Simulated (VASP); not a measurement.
# I (Cmce) in VASP: a series of runs

I is run at these levels: PBEsol; tasks: single point, relaxation of volume and atoms at fixed shape.

All numbers are computed with VASP 6.6.1; they aren't measurements. Logs are shortened: lines on timing, memory, paths and dates and some standing lists are left out, and cuts for length are marked.

### 1 The cell of the first run

Symmetry: Cmce, No. 64, orthorhombic system. The conventional cell has a = 7.013 Å, b = 4.621 Å, c = 9.447 Å, α = 90.00°, β = 90.00°, γ = 90.00°. Within 3.9 Å of I (site symmetry m) lie 4 I at 2.80 to 3.83 Å.

### 2 Single point, PBEsol

The input, INCAR:

```
ALGO = Normal ; EDIFF = 1E-6
ENCUT = 500 ; GGA = PS
GGA_COMPAT = False ; ISIF = 2
ISMEAR = 0 ; LASPH = True
LCHARG = False ; LREAL = False
LWAVE = False ; NBANDS = 22
NELM = 120 ; PREC = Accurate
SIGMA = 0.05
```

The input, KPOINTS:

```
k-points
0
Gamma
  6 6 3
```

The input, POSCAR:

```
I
1.0
    3.5065555458     -2.3103685833      0.0000000000
    3.5065555458      2.3103685833      0.0000000000
    0.0000000000      0.0000000000      9.4472931744
I
4
Direct
    0.8305358259      0.1694641741      0.8773796420
    0.6694641741      0.3305358259      0.3773796420
    0.3305358259      0.6694641741      0.6226203580
    0.1694641741      0.8305358259      0.1226203580
```

Potentials or basis: VASP PAW PBE potentials, release 64 (I).

On the command line:

```sh
cat potpaw_PBE.64/I/POTCAR > POTCAR
mpirun -np 1 vasp_std > vasp.out
```

OUTCAR:

```text
EDIFF = 1E-6
   ENCUT = 500
   GGA = PS
   ISIF = 2
   ISMEAR = 0
   LASPH = True
   LREAL = False
   NELM = 120
   PREC = Accurate

 ion  position               nearest neighbor table
   1  0.831  0.169  0.877-   4 2.80   3 3.34   3 3.34
   2  0.669  0.331  0.377-   3 2.80   4 3.34   4 3.34
   3  0.331  0.669  0.623-   2 2.80   1 3.34   1 3.34
   4  0.169  0.831  0.123-   1 2.80   2 3.34   2 3.34

  LATTYP: Found a base centered orthorhombic cell.
 ALAT       =     4.6207371666
 B/A-ratio  =     1.5177472422
 C/A-ratio  =     2.0445424255

  Lattice vectors:

 A1 = (  -3.5065555458,  -2.3103685833,   0.0000000000)
 A2 = (   3.5065555458,  -2.3103685833,   0.0000000000)
 A3 = (   0.0000000000,   0.0000000000,   9.4472931744)

Analysis of symmetry for initial positions (statically):
=====================================================================
 Subroutine PRICEL returns:
 Original cell was already a primitive cell.

 Routine SETGRP: Setting up the symmetry group for a
 base centered orthorhombic supercell.

 Subroutine GETGRP returns: Found  8 space group operations
 (whereof  4 operations were pure point group operations)
 out of a pool of  8 trial point group operations.

The static configuration has the point symmetry C_2h.
 The point group associated with its full space group is D_2h.

Analysis of symmetry for dynamics (positions and initial velocities):
=====================================================================
 Subroutine PRICEL returns:
 Original cell was already a primitive cell.

 Routine SETGRP: Setting up the symmetry group for a
 base centered orthorhombic supercell.

 Subroutine GETGRP returns: Found  8 space group operations
 (whereof  4 operations were pure point group operations)
 out of a pool of  8 trial point group operations.

The dynamic configuration has the point symmetry C_2h.
 The point group associated with its full space group is D_2h.

 Subroutine INISYM returns: Found  8 space group operations
 (whereof  4 operations are pure point group operations),
 and found     1 'primitive' translations

----------------------------------------------------------------------------------------

                                     Primitive cell

  volume of cell :     153.0733

  direct lattice vectors                    reciprocal lattice vectors
     3.506555546 -2.310368583  0.000000000     0.142590070 -0.216415685  0.000000000
     3.506555546  2.310368583  0.000000000     0.142590070  0.216415685  0.000000000
     0.000000000  0.000000000  9.447293174     0.000000000  0.000000000  0.105850425

  length of vectors
     4.199254075  4.199254075  9.447293174     0.259167276  0.259167276  0.105850425

  position of ions in fractional coordinates (direct lattice)
     0.830535826  0.169464174  0.877379642
     0.669464174  0.330535826  0.377379642
     0.330535826  0.669464174  0.622620358
     0.169464174  0.830535826  0.122620358

  ion indices of the primitive-cell ions
   primitive index   ion index
                 1           1
                 2           2
                 3           3
                 4           4

----------------------------------------------------------------------------------------

 KPOINTS: k-points

Automatic generation of k-mesh.
 Grid dimensions read from file:
 generate k-points for:    6    6    3

 Generating k-lattice:

  Cartesian coordinates                     Fractional coordinates (reciprocal lattice)
     0.023765012 -0.036069281  0.000000000     0.166666667  0.000000000  0.000000000
     0.023765012  0.036069281  0.000000000     0.000000000  0.166666667  0.000000000
     0.000000000  0.000000000  0.035283475     0.000000000  0.000000000  0.333333333

  Length of vectors
     0.043194546  0.043194546  0.035283475

  Shift w.r.t. Gamma in fractional coordinates (k-lattice)
     0.000000000  0.000000000  0.000000000

 Subroutine IBZKPT returns following result:
 ===========================================

 Found     26 irreducible k-points:

 Following reciprocal coordinates:
            Coordinates               Weight
  0.000000  0.000000  0.000000      1.000000
  0.166667  0.000000  0.000000      4.000000
  0.333333  0.000000  0.000000      4.000000
  0.500000  0.000000  0.000000      2.000000
  0.166667  0.166667  0.000000      2.000000
  0.333333  0.166667  0.000000      4.000000
[... 16 lines left out ...]
  0.333333  0.333333  0.333333      4.000000
  0.500000  0.333333  0.333333      8.000000
 [... further k-points ...]
   k-points           NKPTS =     26   k-points in BZ     NKDIM =     26   number of bands    NBANDS=     22
   number of dos      NEDOS =    301   number of ions     NIONS =      4
   total plane-waves  NPLWV =  71680
   dimension x,y,z NGX =    32 NGY =   32 NGZ =   70
   dimension x,y,z NGXF=    64 NGYF=   64 NGZF=  140
   ions per type =               4
   NGX,Y,Z   is equivalent  to a cutoff of  12.67, 12.67, 12.32 a.u.
   NGXF,Y,Z  is equivalent  to a cutoff of  25.34, 25.34, 24.64 a.u.
 SYSTEM =  unknown system
   PREC   = accura    normal or accurate (medium, high low for compatibility)
   ISTART =      0    job   : 0-new  1-cont  2-samecut
   ICHARG =      2    charge: 1-file 2-atom 10-const
   ISPIN  =      1    spin polarized calculation?
   LNONCOLLINEAR =      F non collinear calculations
   LSORBIT =      F    spin-orbit coupling
   LASPH  =      T    aspherical Exc in radial PAW
   ENCUT  =  500.0 eV  36.75 Ry    6.06 a.u.   7.66  7.66 17.22*2*pi/ulx,y,z
   NELM   =    120;   NELMIN=  2; NELMDL= -5     # of ELM steps
   EDIFF  = 0.1E-05   stopping-criterion for ELM
   LREAL  =      F    real-space projection
   EDIFFG = 0.1E-04   stopping-criterion for IOM
   NSW    =      0    number of steps for IOM
   IBRION =     -1    ionic relax: 0-MD 1-quasi-New 2-CG
   NFREE  =      0    steps in history (QN), initial steepest desc. (CG)
   ISIF   =      2    stress and relaxation
   ISYM   =      2    0-nonsym 1-usesym 2-fastsym
   POTIM  = 0.5000    time-step for ionic-motion
   TEBEG  =    0.0;   TEEND  =   0.0 temperature during run
   PSTRESS=    0.0 pullay stress
   NELECT =      28.0000    total number of electrons
   NUPDOWN=      -1.0000    fix difference up-down
   EMIN   =  10.00;   EMAX   =-10.00  energy-range for DOS
   EFERMI =   0.00;   METHOD = LEGACY
   ISMEAR =     0;   SIGMA  =   0.05  broadening in eV -4-tet -1-fermi 0-gaus
   EFERMI_NEDOS =   21; number of points for ismear=-14 and -15
   IALGO  =     38    algorithm
   IMIX   =      4    mixing-type and parameters
     AMIX     =   0.40;   BMIX     =  1.00
     AMIX_MAG =   1.60;   BMIX_MAG =  1.00
  volume/ion in A,a.u.               =      38.27       258.25
  Fermi-wavevector in a.u.,A,eV,Ry     =   0.929311  1.756143 11.750247  0.863619
  Thomas-Fermi vector in A             =   2.055580
   LORBIT       =      0    0 simple, 1 ext, 2 COOP (PROOUT), +10 PAW based schemes
   GGA     = PS    functional components
   LHFCALC =     F    Hartree Fock is set to
   AEXX    =    0.0000 exact exchange contribution
   IVDW    =     0    specifies the selected vdW correction
   LEPSILON=     F    determine dielectric tensor
   LRPA    =     F    only Hartree local field effects (RPA)
 non-spin polarized calculation
 Gauss-broadening in eV      SIGMA  =   0.05
  energy-cutoff  :      500.00
  volume of cell :      153.07
 maximum number of plane-waves:      3905
 NGX is ok and might be reduce to    32
   NGX = 15   NGY = 15   NGZ = 35

 number of electron      28.0000004 magnetization

 Free energy of the ion-electron system (eV)
  ---------------------------------------------------
  ext. energy  EPLUGINS =         0.00000000
  ---------------------------------------------------
  free energy    TOTEN  =        -6.98466367 eV

  energy without entropy =       -6.98466367  energy(sigma->0) =       -6.98466367

 E-fermi :   3.7468     XC(G=0):  -8.7277

 val. band max:        3.4652868861   @ k =   0.3333   0.0000   0.3333
 cond. band min:       4.3505808309   @ k =   0.5000   0.5000   0.3333
 fundamental gap:      0.8852939448
 Fermi energy:         3.7468039322

 k-point     1 :       0.0000    0.0000    0.0000
  band No.  band energies     occupation
      1     -10.2578      2.00000
      2      -9.4259      2.00000
      3      -8.6384      2.00000
      4      -7.1751      2.00000
      5      -1.1416      2.00000
      6       0.3588      2.00000
[... 14 lines left out ...]
     21      10.6643      0.00000
     22      10.8117      0.00000

 k-point     2 :       0.1667    0.0000    0.0000
  band No.  band energies     occupation
      1     -10.1290      2.00000
      2      -9.3787      2.00000
      3      -8.5408      2.00000
      4      -7.2883      2.00000
      5      -1.1223      2.00000
      6       0.0125      2.00000
[... 14 lines left out ...]
     21      10.3497      0.00000
     22      10.7497      0.00000

 k-point     3 :       0.3333    0.0000    0.0000
  band No.  band energies     occupation
      1      -9.7985      2.00000
      2      -9.3220      2.00000
      3      -8.2903      2.00000
      4      -7.5946      2.00000
      5      -1.2824      2.00000
      6      -0.8902      2.00000
[... 14 lines left out ...]
     21      11.1400      0.00000
     22      12.1736      0.00000

 k-point     4 :       0.5000    0.0000    0.0000
  band No.  band energies     occupation
      1      -9.4525      2.00000
      2      -9.4525      2.00000
      3      -7.9640      2.00000
      4      -7.9640      2.00000
      5      -1.3845      2.00000
      6      -1.3845      2.00000
[... 14 lines left out ...]
     21      11.9469      0.00000
     22      11.9469      0.00000

 k-point     5 :       0.1667    0.1667    0.0000
  band No.  band energies     occupation
      1     -10.1494      2.00000
      2      -9.3480      2.00000
      3      -8.5465      2.00000
      4      -7.1630      2.00000
      5      -1.0507      2.00000
      6       0.2212      2.00000
[... 14 lines left out ...]
     21      10.6354      0.00000
     22      10.8519      0.00000

 k-point     6 :       0.3333    0.1667    0.0000
  band No.  band energies     occupation
      1      -9.9466      2.00000
      2      -9.2630      2.00000
      3      -8.3898      2.00000
      4      -7.2908      2.00000
      5      -1.0312      2.00000
      6      -0.2181      2.00000
[... 14 lines left out ...]
     21      11.0435      0.00000
     22      11.0842      0.00000

 k-point     7 :       0.5000    0.1667    0.0000
  band No.  band energies     occupation
      1      -9.6307      2.00000
      2      -9.2710      2.00000
      3      -8.1501      2.00000
      4      -7.6462      2.00000
      5      -1.2576      2.00000
      6      -1.0415      2.00000
[... 324 lines left out ...]
      6      -0.8267      2.00000
[... 14 lines left out ...]
     21      11.1246      0.00000
     22      11.4094      0.00000

 k-point    21 :      -0.3333    0.1667    0.3333
  band No.  band energies     occupation
      1      -9.4864      2.00000
      2      -9.4260      2.00000
      3      -8.0017      2.00000
      4      -7.9202      2.00000
      5      -1.1167      2.00000
      6      -0.9888      2.00000
[... 14 lines left out ...]
     21      11.5638      0.00000
     22      12.1351      0.00000

 k-point    22 :      -0.1667    0.1667    0.3333
  band No.  band energies     occupation
      1      -9.7830      2.00000
      2      -9.5347      2.00000
      3      -8.1093      2.00000
      4      -7.7306      2.00000
      5      -1.1238      2.00000
      6      -0.7379      2.00000
[... 14 lines left out ...]
     21      10.7237      0.00000
     22      10.9755      0.00000

 k-point    23 :       0.3333    0.3333    0.3333
  band No.  band energies     occupation
      1      -9.7958      2.00000
      2      -9.4707      2.00000
      3      -7.9538      2.00000
      4      -7.3896      2.00000
      5      -0.6933      2.00000
      6      -0.2991      2.00000
[... 14 lines left out ...]
     21      10.8894      0.00000
     22      11.3863      0.00000

 k-point    24 :       0.5000    0.3333    0.3333
  band No.  band energies     occupation
      1      -9.6431      2.00000
      2      -9.3652      2.00000
      3      -7.9272      2.00000
      4      -7.4844      2.00000
      5      -0.8470      2.00000
      6      -0.5543      2.00000
[... 14 lines left out ...]
     21      11.0869      0.00000
     22      11.3202      0.00000

 [... further k-points ...]

------------------------ aborting loop because EDIFF is reached ----------------------------------------

  FORCE on cell =-STRESS in cart. coord.  units (eV):
  Direction    XX          YY          ZZ          XY          YZ          ZX
  --------------------------------------------------------------------------------------
  -------------------------------------------------------------------------------------
  Total        0.8033655     -0.4958771     -0.2893300      0.0000000     -0.0000000      0.0000000
  in kB        8.4086127     -5.1902135     -3.0283400      0.0000000     -0.0000000      0.0000000
  external PRESSURE =       0.0633531 kB  Pullay stress =       0.0000000 kB

 VOLUME and BASIS-vectors are now :
 -----------------------------------------------------------------------------
  energy-cutoff  :      500.00
  volume of cell :      153.07
      direct lattice vectors                 reciprocal lattice vectors
     3.506555546 -2.310368583  0.000000000     0.142590070 -0.216415685  0.000000000
     3.506555546  2.310368583  0.000000000     0.142590070  0.216415685  0.000000000
     0.000000000  0.000000000  9.447293174     0.000000000  0.000000000  0.105850425

 POSITION                                       TOTAL-FORCE (eV/Angst)
 -----------------------------------------------------------------------------------
      3.50656     -1.52732      8.28886         0.000000      0.001179     -0.003222
      3.50656     -0.78305      3.56522         0.000000     -0.001179     -0.003222
      3.50656      0.78305      5.88208         0.000000      0.001179      0.003222
      3.50656      1.52732      1.15843         0.000000     -0.001179      0.003222
 -----------------------------------------------------------------------------------
    total drift:                               -0.000000      0.000000      0.000000

  FREE ENERGIE OF THE ION-ELECTRON SYSTEM (eV)
  ---------------------------------------------------
  free  energy   TOTEN  =        -6.9846636721 eV

  energy  without entropy=       -6.9846636721  energy(sigma->0) =       -6.98466367
```

Wall time 71 s (1 thread of Intel Xeon Platinum 8259CL at 2.50GHz (Skylake/Cascade Lake), shared host); peak memory 0.26 GiB.

What came out:

| Property | Result |
| --- | --- |
| Free energy | -6.9847 eV |
| Pressure | 0.0 GPa |
| Largest force | 0.003 eV/Å |
| Band gap on the k mesh | 0.89 eV (least direct gap 1.29 eV) |

Forces on the atoms (eV/Å):
```
I    0.000  0.001 -0.003
I    0.000 -0.001 -0.003
I    0.000  0.001  0.003
I    0.000 -0.001  0.003
```

Stress tensor (GPa, compression positive):
```
 0.84  0.00  0.00
 0.00 -0.52  0.00
 0.00  0.00 -0.30
```

Caveat: the PAW data sets were made with another functional, which shifts forces and pressure a little; spin-orbit coupling is left out, which moves the levels of the heavy elements; an odd mesh through Γ misses points on the zone boundary, where band edges can lie.

### 3 Relaxation of volume and atoms at fixed shape, PBEsol

This run uses another cell than the first one, of 42.63 Å³/atom.

The input, INCAR:

```
ALGO     = Normal         # electronic algorithm
EDIFF    = 1E-7           # SCF threshold, eV
EDIFFG   = -0.02          # ionic threshold
ENCUT    = 500            # plane-wave cutoff, eV
GGA      = PS             # functional
GGA_COMPAT= F            
IBRION   = 2              # ionic algorithm
ISIF     = 8              # what is computed and relaxed
ISMEAR   = 0              # smearing method
LASPH    = T              # aspherical terms in the spheres
LCHARG   = F              # write CHGCAR
LREAL    = F              # projectors in reciprocal space
LWAVE    = F              # write WAVECAR
NELM     = 120            # most SCF steps
NELMIN   = 4            
NSW      = 80             # ionic steps
PREC     = Accurate       # precision mode
SIGMA    = 0.05           # smearing width, eV
```

KPOINTS is that of step 2.

The input, POSCAR:

```
I
1.0
    3.6350350000     -2.3950200000      0.0000000000
    3.6350350000      2.3950200000      0.0000000000
    0.0000000000      0.0000000000      9.7934400000
I
4
Direct
    0.8507000000      0.1493000000      0.8844000000
    0.6493000000      0.3507000000      0.3844000000
    0.3507000000      0.6493000000      0.6156000000
    0.1493000000      0.8507000000      0.1156000000
```

Potentials or basis: VASP PAW PBE potentials, release 64 (I).

On the command line:

```sh
cat potpaw_PBE.64/I/POTCAR > POTCAR
mpirun -np 1 vasp_std > vasp.out
```

It took 9.4 min on 1 thread of Intel Xeon Platinum 8259CL at 2.50GHz (Skylake/Cascade Lake), shared host; peak memory 0.3 GiB.

The run converged. Its results:

```yaml
Free_energy: -6.9851 eV
Relaxed_volume: 38.29 Å³/atom
Relaxed_cell: a = 4.200 Å, b = 4.200 Å, c = 9.449 Å, α = 90.00°, β = 90.00°, γ = 66.76°
Space_group_after_relaxing_to_0.1_Å: Cmce (No. 64)
Energy_gained_by_relaxing: 39.0 meV/atom
Ionic_steps: 16
Pressure_after_relaxing: 0.0 GPa
Largest_force_after_relaxing: 0.003 eV/Å
Band_gap_on_the_k_mesh: 0.89 eV (least direct gap 1.28 eV)
```

Forces on the atoms (eV/Å):
```
I    0.000  0.002  0.003
I    0.000 -0.002  0.003
I    0.000  0.002 -0.003
I    0.000 -0.002 -0.003
```

Stress tensor (GPa, compression positive):
```
 0.84  0.00  0.00
 0.00 -0.53  0.00
 0.00  0.00 -0.31
```

Step by step:
```csv
step,energy change (eV),largest force (eV/Å),pressure (GPa),volume (Å³)
1,0.0000,0.7640,0.09,170.52
2,-0.0658,0.1935,-1.02,171.09
3,-0.0699,0.0640,-1.34,171.30
4,-0.1264,0.0243,-0.75,163.18
5,-0.1420,0.1063,-0.13,157.33
6,-0.1420,0.1112,-0.09,157.06
7,-0.1446,0.0975,-0.01,156.55
8,-0.1475,0.1457,0.23,155.21
9,-0.1488,0.1344,0.18,155.28
10,-0.1516,0.1025,0.02,155.48
11,-0.1519,0.0671,-0.28,155.88
12,-0.1526,0.0753,-0.15,155.70
13,-0.1536,0.0625,-0.13,155.28
14,-0.1554,0.0246,-0.06,154.03
15,-0.1545,0.0515,0.12,151.55
16,-0.1558,0.0035,0.00,153.16
```

Final structure:
```yaml
crystal:
  lattice:
    - [3.50721, -2.31080, 0.00000]
    - [3.50721, 2.31080, 0.00000]
    - [0.00000, 0.00000, 9.44905]
  atoms:
    - { symbol: I, position: [0.83083, 0.16917, 0.87729] }
    - { symbol: I, position: [0.66917, 0.33083, 0.37729] }
    - { symbol: I, position: [0.33083, 0.66917, 0.62271] }
    - { symbol: I, position: [0.16917, 0.83083, 0.12271] }
```

Levels at points of the mesh, in eV from the valence-band top:
| k point | band 10 | band 11 | band 12 | band 13 | band 14 | band 15 | band 16 | band 17 | band 18 |
| --- | --- | --- | --- | --- | --- | --- | --- | --- | --- |
| (0.00, 0.00, 0.00) | -1.00 | -0.79 | -0.71 | -0.16 | -0.08 | 1.33 | 1.93 | 4.67 | 5.42 |
| (0.50, 0.00, 0.00) | -1.82 | -1.40 | -1.40 | -0.67 | -0.67 | 2.28 | 2.28 | 5.16 | 5.16 |
| (0.50, 0.50, 0.00) | -2.44 | -1.91 | -1.69 | -1.00 | -0.34 | 1.05 | 1.47 | 4.54 | 5.78 |

Caveat: this functional lacks dispersion, which holds the molecules together, so the pressure and a relaxed volume are unreliable; the PAW data sets were made with another functional, which shifts forces and pressure a little; spin-orbit coupling is left out, which moves the levels of the heavy elements; an odd mesh through Γ misses points on the zone boundary, where band edges can lie.
